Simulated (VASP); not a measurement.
# PtSe2 (P-3m1) in VASP: single point with r2SCAN

Aim: the single point of PtSe2 with r2SCAN.

Program: VASP 6.6.1. These are calculated values, not measurements. Logs are shortened: lines on timing, memory, paths and dates and some standing lists are left out, and cuts for length are marked.

## (1) The cell of the first run

The structure is trigonal, space group P-3m1 (No. 164). The conventional cell has a = 3.718 Å, b = 3.718 Å, c = 5.801 Å, α = 90.00°, β = 90.00°, γ = 120.00°. Within 3.3 Å of Pt (site symmetry -3m) lie 6 Se at 2.52 Å. Se (site symmetry 3m) has 3 Pt at 2.52 Å within 3.3 Å.

## (2) Single point, r2SCAN

File POSCAR:

```
PtSe2
1.0
    1.8592075923      3.2202420117      0.0000000000
   -1.8592075923      3.2202420117      0.0000000000
    0.0000000000      0.0000000000      5.8014010848
Pt Se
1 2
Direct
    0.0000000000      0.0000000000      0.0000000000
    0.3333333333      0.3333333333      0.2259062063
    0.6666666667      0.6666666667      0.7740937937
```

File INCAR.step1:

```
SYSTEM = PtSe2
PREC = Accurate
ENCUT = 520
ISMEAR = -1
SIGMA = 0.1
LREAL = .False.
LASPH = .True.
NELM = 100
NBANDS = 18
GGA = PE
ALGO = Normal
EDIFF = 1E-4
LWAVE = .True.
LCHARG = .False.
```

File INCAR.step2:

```
SYSTEM = PtSe2
PREC = Accurate
ENCUT = 520
EDIFF = 1E-6
ISMEAR = -1
SIGMA = 0.1
LREAL = .False.
LASPH = .True.
NELM = 100
ALGO = Normal
ISIF = 2
LWAVE = .False.
LCHARG = .False.
METAGGA = R2SCAN
LMIXTAU = .True.
NBANDS = 18
ISTART = 1
```

File KPOINTS:

```
Automatic mesh
0
Gamma
  9 9 6
  0 0 0
```

Potentials or basis: VASP PAW PBE potentials, release 64 (Pt, Se).

Command:

```console
$ cat potpaw_PBE.64/Pt/POTCAR potpaw_PBE.64/Se/POTCAR > POTCAR
$ cp INCAR.step1 INCAR
$ mpirun -np 1 vasp_std > vasp.out
$ cp INCAR.step2 INCAR
$ mpirun -np 1 vasp_std > vasp.out
```

OUTCAR:

```text
SYSTEM = PtSe2
   PREC = Accurate
   ENCUT = 520
   EDIFF = 1E-6
   ISMEAR = -1
   LREAL = .False.
   LASPH = .True.
   NELM = 100
   ISIF = 2
   METAGGA = R2SCAN
   ISTART = 1

 ion  position               nearest neighbor table
   1  0.000  0.000  0.000-   2 2.52   3 2.52   3 2.52   3 2.52   2 2.52   2 2.52
   2  0.333  0.333  0.226-   1 2.52   1 2.52   1 2.52
   3  0.667  0.667  0.774-   1 2.52   1 2.52   1 2.52

  LATTYP: Found a hexagonal cell.
 ALAT       =     3.7184151846
 C/A-ratio  =     1.5601810978

  Lattice vectors:

 A1 = (   1.8592075923,  -3.2202420117,   0.0000000000)
 A2 = (   1.8592075923,   3.2202420117,   0.0000000000)
 A3 = (   0.0000000000,   0.0000000000,   5.8014010848)

Analysis of symmetry for initial positions (statically):
=====================================================================
 Subroutine PRICEL returns:
 Original cell was already a primitive cell.

 Routine SETGRP: Setting up the symmetry group for a
 hexagonal supercell.

 Subroutine GETGRP returns: Found 12 space group operations
 (whereof 12 operations were pure point group operations)
 out of a pool of 24 trial point group operations.

The static configuration has the point symmetry D_3d.

Analysis of symmetry for dynamics (positions and initial velocities):
=====================================================================
 Subroutine PRICEL returns:
 Original cell was already a primitive cell.

 Routine SETGRP: Setting up the symmetry group for a
 hexagonal supercell.

 Subroutine GETGRP returns: Found 12 space group operations
 (whereof 12 operations were pure point group operations)
 out of a pool of 24 trial point group operations.

The dynamic configuration has the point symmetry D_3d.

 Subroutine INISYM returns: Found 12 space group operations
 (whereof 12 operations are pure point group operations),
 and found     1 'primitive' translations

----------------------------------------------------------------------------------------

                                     Primitive cell

  volume of cell :      69.4671

  direct lattice vectors                    reciprocal lattice vectors
     1.859207592  3.220242012  0.000000000     0.268931776  0.155267833  0.000000000
    -1.859207592  3.220242012  0.000000000    -0.268931776  0.155267833  0.000000000
     0.000000000  0.000000000  5.801401085     0.000000000  0.000000000  0.172372154

  length of vectors
     3.718415185  3.718415185  5.801401085     0.310535667  0.310535667  0.172372154

  position of ions in fractional coordinates (direct lattice)
     0.000000000  0.000000000  0.000000000
     0.333333333  0.333333333  0.225906206
     0.666666667  0.666666667  0.774093794

  ion indices of the primitive-cell ions
   primitive index   ion index
                 1           1
                 2           2
                 3           3

----------------------------------------------------------------------------------------

 KPOINTS: Automatic mesh

Automatic generation of k-mesh.
 Grid dimensions read from file:
 generate k-points for:    9    9    6

 Generating k-lattice:

  Cartesian coordinates                     Fractional coordinates (reciprocal lattice)
     0.029881308  0.017251981  0.000000000     0.111111111  0.000000000  0.000000000
    -0.029881308  0.017251981  0.000000000     0.000000000  0.111111111  0.000000000
     0.000000000  0.000000000  0.028728692     0.000000000  0.000000000  0.166666667

  Length of vectors
     0.034503963  0.034503963  0.028728692

  Shift w.r.t. Gamma in fractional coordinates (k-lattice)
     0.000000000  0.000000000  0.000000000

 Subroutine IBZKPT returns following result:
 ===========================================

 Found     62 irreducible k-points:

 Following reciprocal coordinates:
            Coordinates               Weight
  0.000000  0.000000  0.000000      1.000000
  0.111111  0.000000  0.000000      6.000000
  0.222222  0.000000  0.000000      6.000000
  0.333333  0.000000  0.000000      6.000000
  0.444444  0.000000  0.000000      6.000000
  0.222222  0.111111  0.000000      6.000000
[... 16 lines left out ...]
  0.333333  0.111111  0.166667     12.000000
  0.222222  0.333333  0.166667     12.000000
 [... further k-points ...]
   k-points           NKPTS =     62   k-points in BZ     NKDIM =     62   number of bands    NBANDS=     18
   number of dos      NEDOS =    301   number of ions     NIONS =      3
   total plane-waves  NPLWV =  37632
   dimension x,y,z NGX =    28 NGY =   28 NGZ =   48
   dimension x,y,z NGXF=    56 NGYF=   56 NGZF=   96
   ions per type =               1   2
   NGX,Y,Z   is equivalent  to a cutoff of  12.52, 12.52, 13.75 a.u.
   NGXF,Y,Z  is equivalent  to a cutoff of  25.04, 25.04, 27.51 a.u.
 SYSTEM =  PtSe2
   PREC   = accura    normal or accurate (medium, high low for compatibility)
   ISTART =      1    job   : 0-new  1-cont  2-samecut
   ICHARG =      0    charge: 1-file 2-atom 10-const
   ISPIN  =      1    spin polarized calculation?
   LNONCOLLINEAR =      F non collinear calculations
   LSORBIT =      F    spin-orbit coupling
   LASPH  =      T    aspherical Exc in radial PAW
   ENCUT  =  520.0 eV  38.22 Ry    6.18 a.u.   6.91  6.91 10.79*2*pi/ulx,y,z
   NELM   =    100;   NELMIN=  2; NELMDL=  0     # of ELM steps
   EDIFF  = 0.1E-05   stopping-criterion for ELM
   LREAL  =      F    real-space projection
   EDIFFG = 0.1E-04   stopping-criterion for IOM
   NSW    =      0    number of steps for IOM
   IBRION =     -1    ionic relax: 0-MD 1-quasi-New 2-CG
   NFREE  =      0    steps in history (QN), initial steepest desc. (CG)
   ISIF   =      2    stress and relaxation
   ISYM   =      2    0-nonsym 1-usesym 2-fastsym
   POTIM  = 0.5000    time-step for ionic-motion
   TEBEG  =    0.0;   TEEND  =   0.0 temperature during run
   PSTRESS=    0.0 pullay stress
   NELECT =      22.0000    total number of electrons
   NUPDOWN=      -1.0000    fix difference up-down
   EMIN   =  10.00;   EMAX   =-10.00  energy-range for DOS
   EFERMI =   0.00;   METHOD = LEGACY
   ISMEAR =    -1;   SIGMA  =   0.10  broadening in eV -4-tet -1-fermi 0-gaus
   EFERMI_NEDOS =   21; number of points for ismear=-14 and -15
   IALGO  =     38    algorithm
   IMIX   =      4    mixing-type and parameters
     AMIX     =   0.40;   BMIX     =  1.00
     AMIX_MAG =   1.60;   BMIX_MAG =  1.00
  volume/ion in A,a.u.               =      23.16       156.26
  Fermi-wavevector in a.u.,A,eV,Ry     =   1.115893  2.108732 16.942214  1.245218
  Thomas-Fermi vector in A             =   2.252502
   LORBIT       =      0    0 simple, 1 ext, 2 COOP (PROOUT), +10 PAW based schemes
   METAGGA = R2SCAN    functional components
   LHFCALC =     F    Hartree Fock is set to
   AEXX    =    0.0000 exact exchange contribution
   IVDW    =     0    specifies the selected vdW correction
   LEPSILON=     F    determine dielectric tensor
   LRPA    =     F    only Hartree local field effects (RPA)
 non-spin polarized calculation
  energy-cutoff  :      520.00
  volume of cell :       69.47
 maximum number of plane-waves:      1888
   NGX = 13   NGY = 13   NGZ = 21

 number of electron      21.9999998 magnetization

 Free energy of the ion-electron system (eV)
  ---------------------------------------------------
  ext. energy  EPLUGINS =         0.00000000
  ---------------------------------------------------
  free energy    TOTEN  =       -81.49861408 eV

  energy without entropy =      -81.49580443  energy(sigma->0) =      -81.49720926

 E-fermi :   4.6957     XC(G=0): -10.4028

 val. band max:        4.3676363175   @ k =   0.1111   0.0000   0.0000
 cond. band min:       5.0647739903   @ k =   0.2222   0.2222   0.3333
 fundamental gap:      0.6971376728
 Fermi energy:         4.6956764297

 k-point     1 :       0.0000    0.0000    0.0000
  band No.  band energies     occupation
      1     -10.9547      2.00000
      2      -8.7942      2.00000
      3      -2.0279      2.00000
      4      -1.5887      2.00000
      5      -1.5887      2.00000
      6       0.7179      2.00000
[... 10 lines left out ...]
     17      12.6951      0.00000
     18      15.6254      0.00000

 k-point     2 :       0.1111    0.0000    0.0000
  band No.  band energies     occupation
      1     -10.8158      2.00000
      2      -8.8193      2.00000
      3      -1.8755      2.00000
      4      -1.5569      2.00000
      5      -1.5034      2.00000
      6       0.5304      2.00000
[... 10 lines left out ...]
     17      13.1845      0.00000
     18      15.1082      0.00000

 k-point     3 :       0.2222    0.0000    0.0000
  band No.  band energies     occupation
      1     -10.4296      2.00000
      2      -8.8877      2.00000
      3      -1.5834      2.00000
      4      -1.3095      2.00000
      5      -1.2984      2.00000
      6      -0.1904      2.00000
[... 10 lines left out ...]
     17      13.7609      0.00000
     18      13.9883      0.00000

 k-point     4 :       0.3333    0.0000    0.0000
  band No.  band energies     occupation
      1      -9.9005      2.00000
      2      -8.9850      2.00000
      3      -1.8015      2.00000
      4      -1.1273      2.00000
      5      -0.8528      2.00000
      6      -0.5702      2.00000
[... 10 lines left out ...]
     17      13.6595      0.00000
     18      14.4849      0.00000

 k-point     5 :       0.4444    0.0000    0.0000
  band No.  band energies     occupation
      1      -9.4261      2.00000
      2      -9.1158      2.00000
      3      -2.4595      2.00000
      4      -1.0820      2.00000
      5      -0.5531      2.00000
      6       0.0412      2.00000
[... 10 lines left out ...]
     17      13.2403      0.00000
     18      15.4596      0.00000

 k-point     6 :       0.2222    0.1111    0.0000
  band No.  band energies     occupation
      1     -10.5527      2.00000
      2      -8.8656      2.00000
      3      -1.5958      2.00000
      4      -1.4798      2.00000
      5      -1.3559      2.00000
      6       0.2400      2.00000
[... 10 lines left out ...]
     17      13.9727      0.00000
     18      14.1170      0.00000

 k-point     7 :       0.3333    0.1111    0.0000
  band No.  band energies     occupation
      1     -10.0916      2.00000
      2      -8.9450      2.00000
      3      -1.4464      2.00000
      4      -1.2631      2.00000
      5      -1.0507      2.00000
      6      -0.4623      2.00000
[... 10 lines left out ...]
     17      13.1903      0.00000
     18      14.2387      0.00000

 k-point     8 :       0.4444    0.1111    0.0000
  band No.  band energies     occupation
      1      -9.5828      2.00000
      2      -9.0455      2.00000
      3      -2.0713      2.00000
      4      -1.1895      2.00000
      5      -0.6270      2.00000
      6      -0.2476      2.00000
[... 10 lines left out ...]
     17      13.7021      0.00000
     18      14.8337      0.00000
[... 229 lines left out ...]
     17      14.0241      0.00000
     18      14.1454      0.00000

 k-point    20 :       0.4444    0.0000    0.1667
  band No.  band energies     occupation
      1      -9.3807      2.00000
      2      -9.1622      2.00000
      3      -2.4606      2.00000
      4      -1.0897      2.00000
      5      -0.4081      2.00000
      6      -0.2015      2.00000
[... 10 lines left out ...]
     17      13.5561      0.00000
     18      14.3775      0.00000

 k-point    21 :       0.4444    0.4444    0.1667
  band No.  band energies     occupation
      1      -9.4574      2.00000
      2      -9.0717      2.00000
      3      -2.5195      2.00000
      4      -1.1008      2.00000
      5      -0.7402      2.00000
      6       0.1291      2.00000
[... 10 lines left out ...]
     17      13.5946      0.00000
     18      14.3903      0.00000

 k-point    22 :       0.2222    0.1111    0.1667
  band No.  band energies     occupation
      1     -10.5142      2.00000
      2      -8.9334      2.00000
      3      -1.6723      2.00000
      4      -1.3772      2.00000
      5      -1.2714      2.00000
      6       0.2302      2.00000
[... 10 lines left out ...]
     17      13.6882      0.00000
     18      13.9402      0.00000

 k-point    23 :       0.3333    0.1111    0.1667
  band No.  band energies     occupation
      1     -10.0506      2.00000
      2      -9.0036      2.00000
      3      -1.4400      2.00000
      4      -1.2749      2.00000
      5      -1.0720      2.00000
      6      -0.3173      2.00000
[... 10 lines left out ...]
     17      13.4380      0.00000
     18      13.9058      0.00000

 k-point    24 :       0.2222    0.3333    0.1667
  band No.  band energies     occupation
      1     -10.0648      2.00000
      2      -8.9786      2.00000
      3      -1.6326      2.00000
      4      -1.2968      2.00000
      5      -0.8973      2.00000
      6      -0.4465      2.00000
[... 10 lines left out ...]
     17      13.2329      0.00000
     18      14.4546      0.00000

 [... further k-points ...]
[... 5 lines left out ...]
  --------------------------------------------------------------------------------------
  -------------------------------------------------------------------------------------
  Total        0.0397678      0.0397678      0.0198845      0.0000000      0.0000000      0.0000000
  in kB        0.9171980      0.9171980      0.4586132      0.0000000      0.0000000      0.0000000
  external PRESSURE =       0.7643364 kB  Pullay stress =       0.0000000 kB

 VOLUME and BASIS-vectors are now :
 -----------------------------------------------------------------------------
  energy-cutoff  :      520.00
  volume of cell :       69.47
      direct lattice vectors                 reciprocal lattice vectors
     1.859207592  3.220242012  0.000000000     0.268931776  0.155267833  0.000000000
    -1.859207592  3.220242012  0.000000000    -0.268931776  0.155267833  0.000000000
     0.000000000  0.000000000  5.801401085     0.000000000  0.000000000  0.172372154

 POSITION                                       TOTAL-FORCE (eV/Angst)
 -----------------------------------------------------------------------------------
      0.00000      0.00000      0.00000        -0.000000      0.000000     -0.000000
      0.00000      2.14683      1.31057         0.000000      0.000000      0.010240
      0.00000      4.29366      4.49083        -0.000000     -0.000000     -0.010240
 -----------------------------------------------------------------------------------
    total drift:                               -0.000000     -0.000000      0.000000

  FREE ENERGIE OF THE ION-ELECTRON SYSTEM (eV)
  ---------------------------------------------------
  free  energy   TOTEN  =       -81.4986140813 eV

  energy  without entropy=      -81.4958044341  energy(sigma->0) =      -81.49720926
```

Wall time 1.8 min (1 thread of Intel Xeon 6975P-C (Granite Rapids), shared host); peak memory 0.24 GiB.

What came out:

| Property | Result |
| --- | --- |
| Free energy | -81.4986 eV |
| Pressure | 0.1 GPa |
| Largest force | 0.010 eV/Å |
| Band gap on the k mesh | 0.70 eV, indirect (least direct gap 1.04 eV) |

Forces on the atoms (eV/Å):
```
Pt   0.000  0.000  0.000
Se   0.000  0.000  0.010
Se   0.000  0.000 -0.010
```

Caveat: the PAW data sets were made with another functional, which shifts forces and pressure a little; spin-orbit coupling is left out, which moves the levels of the heavy elements.
